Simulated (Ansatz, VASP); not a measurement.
**One calculation of Na2S, two programs**

INCAR

```
PREC     = Accurate       # precision mode
ENCUT    = 500            # plane-wave cutoff, eV
EDIFF    = 1E-6           # SCF threshold, eV
ISMEAR   = 0              # smearing method
SIGMA    = 0.01           # smearing width, eV
LREAL    = F              # projectors in reciprocal space
LASPH    = T              # aspherical terms in the spheres
NELM     = 120            # most SCF steps
ALGO     = Normal         # electronic algorithm
ISIF     = 2              # what is computed and relaxed
LWAVE    = F              # write WAVECAR
LCHARG   = T              # write CHGCAR
GGA      = PS             # functional
LELF     = T              # ELF
LVHAR    = T            
NBANDS   = 17             # bands
GGA_COMPAT= F
```

Contents of KPOINTS:

```
Automatic mesh
0
Gamma
  6 6 6
```

The input POSCAR:

```
Na2S
1.0
    0.0000000000      3.2343692012      3.2343692012
    3.2343692012      0.0000000000      3.2343692012
    3.2343692012      3.2343692012      0.0000000000
Na S
2 1
Direct
    0.2500000000      0.2500000000      0.2500000000
    0.7500000000      0.7500000000      0.7500000000
    0.0000000000      0.0000000000      0.0000000000
```

Input for Ansatz:

```yaml
crystal:
  lattice:
    - [0.0, 3.23436920118, 3.23436920118]
    - [3.23436920118, 0.0, 3.23436920118]
    - [3.23436920118, 3.23436920118, 0.0]
  atoms:
    - { symbol: Na, position: [0.25, 0.25, 0.25] }
    - { symbol: Na, position: [0.75, 0.75, 0.75] }
    - { symbol: S, position: [0.0, 0.0, 0.0] }
kpoints:
  mp_grid: { grid: [6, 6, 6] }
scf:
  occupations: { method: fixed }
  convergence: { dr2_threshold: 1.0e-10 }
hamiltonian:
  xc: pbesol
  pseudopotentials: { kind: all_electron, lapw: { basis_error: 0.0005 } }
output:
  forces: true
  stress: true
  eigenstates:
    kpoints:
      - [0.0, 0.0, 0.0]
      - [-0.5, 0.0, -0.5]
      - [0.0, -0.5, -0.5]
      - [-0.5, -0.5, 0.0]
      - [-0.5, 0.0, 0.0]
      - [0.0, -0.5, 0.0]
      - [0.0, 0.0, -0.5]
      - [-0.5, -0.5, -0.5]
  eigenvalues: true
```

Alike in both runs: task single point; functional PBEsol; k mesh 6 × 6 × 6; no spin polarisation.

|  | VASP | Ansatz |
| --- | --- | --- |
| version | VASP 6.6.1 | Ansatz 0.2.0 |
| potentials or method | VASP PAW PBE potentials, release 64 (Na_pv, S), cutoff 500 eV | all-electron LAPW, scalar-relativistic |
| occupations | gaussian, width 0.01 eV | fixed |

VASP gave:

```
gap on the k mesh at the Fermi level (eV) : 2.47
pressure (GPa)                            : 0.5
```

Q: Which values does Ansatz return?

A: gap on the k mesh at the Fermi level (eV): 2.48; pressure (GPa): 0.5.

VASP's potentials were made for PBE, not for PBEsol. Ansatz ran all-electron here, and VASP with PAW potentials.
